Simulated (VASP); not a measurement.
# NaS3 (P6/mmm) in VASP: relaxation of cell and atoms with PBE

Aim: the relaxation of cell and atoms of NaS3 with PBE.

Everything below comes from runs of VASP 6.6.1. Logs are shortened: lines on timing, memory, paths and dates and some standing lists are left out, and cuts for length are marked.

### 1 The cell of the first run

It takes space group P6/mmm (No. 191, hexagonal). The conventional cell has a = 5.266 Å, b = 5.266 Å, c = 3.590 Å, α = 90.00°, β = 90.00°, γ = 120.00°. Within 3.5 Å of Na (site symmetry 6/mmm) lie 6 S at 2.63 Å. S (site symmetry mmm) has 2 Na at 2.63 Å and 4 S at 2.63 Å within 3.5 Å.

### 2 Relaxation of cell and atoms, PBE

File INCAR:

```
PREC     = Accurate       # precision mode
ENCUT    = 600            # plane-wave cutoff, eV
EDIFF    = 1E-6           # SCF threshold, eV
ISMEAR   = 0              # smearing method
SIGMA    = 0.1            # smearing width, eV
LREAL    = F              # projectors in reciprocal space
LASPH    = T              # aspherical terms in the spheres
NELM     = 100            # most SCF steps
ALGO     = Normal         # electronic algorithm
ISIF     = 3              # what is computed and relaxed
LWAVE    = F              # write WAVECAR
LCHARG   = F              # write CHGCAR
GGA      = PE             # functional
IBRION   = 2              # ionic algorithm
NSW      = 100            # ionic steps
EDIFFG   = -0.01          # ionic threshold
```

File KPOINTS:

```
regular mesh
0
Gamma
  12 12 14
```

File POSCAR:

```
NaS3
1.0
    5.2660967964      0.0000000000      0.0000000000
   -2.6330483982      4.5605736045      0.0000000000
    0.0000000000      0.0000000000      3.5903468855
Na S
1 3
Direct
    0.0000000000      0.0000000000      0.5000000000
    0.5000000000      0.0000000000      0.5000000000
    0.0000000000      0.5000000000      0.5000000000
    0.5000000000      0.5000000000      0.5000000000
```

Potentials or basis: VASP PAW PBE potentials, release 64 (Na_pv, S).

Launch:

```
$ cat potpaw_PBE.64/Na_pv/POTCAR potpaw_PBE.64/S/POTCAR > POTCAR
$ mpirun -np 1 vasp_std > vasp.out
```

OUTCAR:

```text
PREC = Accurate
   ENCUT = 600
   EDIFF = 1E-6
   ISMEAR = 0
   LREAL = F
   LASPH = T
   NELM = 100
   ISIF = 3
   GGA = PE
   IBRION = 2
   NSW = 100
   EDIFFG = -0.01

 ion  position               nearest neighbor table
   1  0.000  0.000  0.500-   2 2.63   2 2.63   4 2.63   3 2.63   3 2.63   4 2.63
   2  0.500  0.000  0.500-   1 2.63   1 2.63   4 2.63   4 2.63   3 2.63   3 2.63
   3  0.000  0.500  0.500-   4 2.63   4 2.63   1 2.63   1 2.63   2 2.63   2 2.63
   4  0.500  0.500  0.500-   3 2.63   3 2.63   1 2.63   2 2.63   2 2.63   1 2.63

  LATTYP: Found a hexagonal cell.
 ALAT       =     5.2660967964
 C/A-ratio  =     0.6817852053

  Lattice vectors:

 A1 = (   5.2660967964,   0.0000000000,   0.0000000000)
 A2 = (  -2.6330483982,   4.5605736045,   0.0000000000)
 A3 = (   0.0000000000,   0.0000000000,   3.5903468855)

Analysis of symmetry for initial positions (statically):
=====================================================================
 Subroutine PRICEL returns:
 Original cell was already a primitive cell.

 Routine SETGRP: Setting up the symmetry group for a
 hexagonal supercell.

 Subroutine GETGRP returns: Found 24 space group operations
 (whereof 24 operations were pure point group operations)
 out of a pool of 24 trial point group operations.

The static configuration has the point symmetry D_6h.

Analysis of symmetry for dynamics (positions and initial velocities):
=====================================================================
 Subroutine PRICEL returns:
 Original cell was already a primitive cell.

 Routine SETGRP: Setting up the symmetry group for a
 hexagonal supercell.

 Subroutine GETGRP returns: Found 24 space group operations
 (whereof 24 operations were pure point group operations)
 out of a pool of 24 trial point group operations.

The dynamic configuration has the point symmetry D_6h.

 Subroutine INISYM returns: Found 24 space group operations
 (whereof 24 operations are pure point group operations),
 and found     1 'primitive' translations

----------------------------------------------------------------------------------------

                                     Primitive cell

  volume of cell :      86.2273

  direct lattice vectors                    reciprocal lattice vectors
     5.266096796  0.000000000  0.000000000     0.189893965  0.109635332  0.000000000
    -2.633048398  4.560573605  0.000000000     0.000000000  0.219270663  0.000000000
     0.000000000  0.000000000  3.590346885     0.000000000  0.000000000  0.278524619

  length of vectors
     5.266096796  5.266096796  3.590346885     0.219270663  0.219270663  0.278524619

  position of ions in fractional coordinates (direct lattice)
     0.000000000  0.000000000  0.500000000
     0.500000000  0.000000000  0.500000000
     0.000000000  0.500000000  0.500000000
     0.500000000  0.500000000  0.500000000

  ion indices of the primitive-cell ions
   primitive index   ion index
                 1           1
                 2           2
                 3           3
                 4           4

----------------------------------------------------------------------------------------

 KPOINTS: regular mesh

Automatic generation of k-mesh.
 Grid dimensions read from file:
 generate k-points for:   12   12   14
[... 64 lines left out ...]
   EDIFF  = 0.1E-05   stopping-criterion for ELM
   LREAL  =      F    real-space projection
   EDIFFG = -.1E-01   stopping-criterion for IOM
   NSW    =    100    number of steps for IOM
   IBRION =      2    ionic relax: 0-MD 1-quasi-New 2-CG
   NFREE  =      1    steps in history (QN), initial steepest desc. (CG)
   ISIF   =      3    stress and relaxation
   ISYM   =      2    0-nonsym 1-usesym 2-fastsym
   POTIM  = 0.5000    time-step for ionic-motion
   TEBEG  =    0.0;   TEEND  =   0.0 temperature during run
   PSTRESS=    0.0 pullay stress
   NELECT =      25.0000    total number of electrons
   NUPDOWN=      -1.0000    fix difference up-down
   EMIN   =  10.00;   EMAX   =-10.00  energy-range for DOS
   EFERMI =   0.00;   METHOD = LEGACY
   ISMEAR =     0;   SIGMA  =   0.10  broadening in eV -4-tet -1-fermi 0-gaus
   EFERMI_NEDOS =   21; number of points for ismear=-14 and -15
   IALGO  =     38    algorithm
   IMIX   =      4    mixing-type and parameters
     AMIX     =   0.40;   BMIX     =  1.00
     AMIX_MAG =   1.60;   BMIX_MAG =  1.00
  volume/ion in A,a.u.               =      21.56       145.47
  Fermi-wavevector in a.u.,A,eV,Ry     =   1.083527  2.047570 15.973672  1.174032
  Thomas-Fermi vector in A             =   2.219596
   LORBIT       =      0    0 simple, 1 ext, 2 COOP (PROOUT), +10 PAW based schemes
   GGA     = PE    functional components
   LHFCALC =     F    Hartree Fock is set to
   AEXX    =    0.0000 exact exchange contribution
   IVDW    =     0    specifies the selected vdW correction
   LEPSILON=     F    determine dielectric tensor
   LRPA    =     F    only Hartree local field effects (RPA)
 conjugate gradient relaxation of ions
 non-spin polarized calculation
 Gauss-broadening in eV      SIGMA  =   0.10
  energy-cutoff  :      600.00
  volume of cell :       86.23
 maximum number of plane-waves:      2901
   NGX = 21   NGY = 21   NGZ = 15

--------------------------------------- Ionic step        1  -------------------------------------------

 number of electron      25.0000003 magnetization

 Free energy of the ion-electron system (eV)
  ---------------------------------------------------
  ext. energy  EPLUGINS =         0.00000000
  ---------------------------------------------------
  free energy    TOTEN  =       -12.72212645 eV

  energy without entropy =      -12.70744739  energy(sigma->0) =      -12.71478692

------------------------ aborting loop because EDIFF is reached ----------------------------------------

  FORCE on cell =-STRESS in cart. coord.  units (eV):
  Direction    XX          YY          ZZ          XY          YZ          ZX
  --------------------------------------------------------------------------------------
  -------------------------------------------------------------------------------------
  Total        0.0440439      0.0440439      0.0223528      0.0000000     -0.0000000      0.0000000
  in kB        0.8183740      0.8183740      0.4153336      0.0000000     -0.0000000      0.0000000
  external PRESSURE =       0.6840272 kB  Pullay stress =       0.0000000 kB

 VOLUME and BASIS-vectors are now :
 -----------------------------------------------------------------------------
  energy-cutoff  :      600.00
  volume of cell :       86.23
      direct lattice vectors                 reciprocal lattice vectors
     5.266096796  0.000000000  0.000000000     0.189893965  0.109635332  0.000000000
    -2.633048398  4.560573605  0.000000000     0.000000000  0.219270663  0.000000000
     0.000000000  0.000000000  3.590346885     0.000000000  0.000000000  0.278524619

 POSITION                                       TOTAL-FORCE (eV/Angst)
 -----------------------------------------------------------------------------------
      0.00000      0.00000      1.79517         0.000000      0.000000      0.000000
      2.63305      0.00000      1.79517        -0.000000      0.000000      0.000000
     -1.31652      2.28029      1.79517         0.000000      0.000000      0.000000
      1.31652      2.28029      1.79517        -0.000000      0.000000      0.000000
 -----------------------------------------------------------------------------------
    total drift:                                0.000000     -0.000000      0.000000

  FREE ENERGIE OF THE ION-ELECTRON SYSTEM (eV)
  ---------------------------------------------------
  free  energy   TOTEN  =       -12.7221264497 eV

  energy  without entropy=      -12.7074473859  energy(sigma->0) =      -12.71478692

--------------------------------------- Ionic step        2  -------------------------------------------

 number of electron      25.0000003 magnetization

 Free energy of the ion-electron system (eV)
  ---------------------------------------------------
  ext. energy  EPLUGINS =         0.00000000
  ---------------------------------------------------
  free energy    TOTEN  =       -12.72214940 eV

  energy without entropy =      -12.70743607  energy(sigma->0) =      -12.71479274

 E-fermi :   2.9280     XC(G=0):  -8.8381

 val. band max:        2.9256981977   @ k =   0.2500   0.2500   0.1429
 cond. band min:       2.9286761997   @ k =   0.4167   0.1667   0.1429
 fundamental gap:      0.0029780021
 Fermi energy:         2.9279508987

 k-point     1 :       0.0000    0.0000    0.0000
  band No.  band energies     occupation
      1     -20.4805      2.00000
      2     -20.4706      2.00000
      3     -20.4706      2.00000
      4     -11.6895      2.00000
      5      -7.9989      2.00000
      6      -7.9989      2.00000
[... 433 lines left out ...]
      3     -20.4720      2.00000
      4     -11.1319      2.00000
      5      -9.2871      2.00000
      6      -8.0821      2.00000
[... 8 lines left out ...]
     15       5.9719      0.00000
     16       7.1984      0.00000

 [... further k-points ...]

------------------------ aborting loop because EDIFF is reached ----------------------------------------

  FORCE on cell =-STRESS in cart. coord.  units (eV):
  Direction    XX          YY          ZZ          XY          YZ          ZX
  --------------------------------------------------------------------------------------
  -------------------------------------------------------------------------------------
  Total       -0.0083286     -0.0083286      0.0138414      0.0000000      0.0000000      0.0000000
  in kB       -0.1545458     -0.1545458      0.2568429      0.0000000      0.0000000      0.0000000
  external PRESSURE =      -0.0174162 kB  Pullay stress =       0.0000000 kB

 VOLUME and BASIS-vectors are now :
 -----------------------------------------------------------------------------
  energy-cutoff  :      600.00
  volume of cell :       86.34
      direct lattice vectors                 reciprocal lattice vectors
     5.268894141  0.000000000  0.000000000     0.189793147  0.109577124  0.000000000
    -2.634447071  4.562996176  0.000000000     0.000000000  0.219154249  0.000000000
     0.000000000 -0.000000000  3.591314804     0.000000000 -0.000000000  0.278449552

 POSITION                                       TOTAL-FORCE (eV/Angst)
 -----------------------------------------------------------------------------------
      0.00000     -0.00000      1.79566         0.000000     -0.000000      0.000000
      2.63445     -0.00000      1.79566         0.000000      0.000000      0.000000
     -1.31722      2.28150      1.79566         0.000000      0.000000      0.000000
      1.31722      2.28150      1.79566        -0.000000      0.000000      0.000000
 -----------------------------------------------------------------------------------
    total drift:                                0.000000     -0.000000      0.000000

  FREE ENERGIE OF THE ION-ELECTRON SYSTEM (eV)
  ---------------------------------------------------
  free  energy   TOTEN  =       -12.7221493978 eV

  energy  without entropy=      -12.7074360735  energy(sigma->0) =      -12.71479274

 reached required accuracy - stopping structural energy minimisation
```

Wall time 2 min (1 thread of Intel Xeon 6975P-C (Granite Rapids), shared host); peak memory 0.37 GiB.

What came out:

```
Free energy                            : -12.7221 eV
Relaxed volume                         : 21.59 Å³/atom
Relaxed cell                           : a = 5.269 Å, b = 5.269 Å, c = 3.591 Å, α = 90.00°, β = 90.00°, γ = 120.00°
Space group after relaxing (to 0.05 Å) : P6/mmm (No. 191)
Energy gained by relaxing              : 0.0 meV/atom
Ionic steps                            : 2
Pressure after relaxing                : 0.0 GPa
```

Final structure:
```yaml
crystal:
  lattice:
    - [5.26889, 0.00000, 0.00000]
    - [-2.63445, 4.56300, 0.00000]
    - [0.00000, 0.00000, 3.59131]
  atoms:
    - { symbol: Na, position: [0.00000, 0.00000, 0.50000] }
    - { symbol: S, position: [0.50000, 0.00000, 0.50000] }
    - { symbol: S, position: [0.00000, 0.50000, 0.50000] }
    - { symbol: S, position: [0.50000, 0.50000, 0.50000] }
```

Levels at points of the mesh, in eV from the Fermi level:
```tsv
k point	band 8	band 9	band 10	band 11	band 12	band 13	band 14	band 15	band 16
(0.00, 0.00, 0.00)	-4.47	-4.47	-2.01	0.53	0.53	1.89	2.68	3.37	3.37
(0.50, 0.00, 0.00)	-2.02	-1.97	-1.82	-1.62	-1.34	-0.58	0.45	3.01	5.15
(0.00, 0.00, 0.50)	-4.49	-4.12	-4.12	-1.19	-1.19	2.04	3.51	3.51	4.97
(0.50, 0.00, 0.50)	-3.64	-2.78	-1.69	-1.66	-1.56	-1.38	-1.37	3.14	4.26
```
